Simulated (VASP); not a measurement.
Set up this calculation in VASP 6.6.1, as the native input.

| Item | Value |
| --- | --- |
| Task | single point |
| Functional | PBE |
| Potentials or basis | VASP PAW PBE potentials, release 64 (Lu) |
| Cutoff | 520 eV |
| k mesh | 14 × 14 × 14 |
| Occupations | fermi-dirac, width 0.08 eV |
| Spin | no spin polarisation |
| Dipole correction | no |
| Further INCAR settings | ALGO = Normal; EDIFF = 1e-07; NBANDS = 18 |

The structure of Lu lies in POSCAR:

```
Lu
1.0
    2.6093093133      0.0000000000      0.0000000000
    0.0000000000      2.6093093133      0.0000000000
    0.0000000000      0.0000000000      2.6093093133
Lu
1
Direct
    0.0000000000      0.0000000000      0.0000000000
```

One way to write it, as run:

INCAR

```
PREC = Accurate ; ENCUT = 520
EDIFF = 1E-7 ; ISMEAR = -1
SIGMA = 0.08 ; LREAL = F
LASPH = T ; NELM = 80
ALGO = Normal ; ISIF = 2
LWAVE = F ; LCHARG = T
GGA = PE ; LELF = T
LVHAR = T ; NBANDS = 18
```

KPOINTS

```
regular mesh
0
Gamma
  14 14 14
```

Potentials or basis: VASP PAW PBE potentials, release 64 (Lu).

The run is started by

```bash
$ cat potpaw_PBE.64/Lu/POTCAR > POTCAR
$ mpirun -np 1 vasp_std > vasp.out
```

It gave:

The pressure is 52.6 GPa.

It took 27 s on 1 thread of Intel(R) Xeon(R) Platinum 8259CL CPU @ 2.50GHz (Skylake/Cascade Lake), on a shared host, peak memory 0.16 GiB.
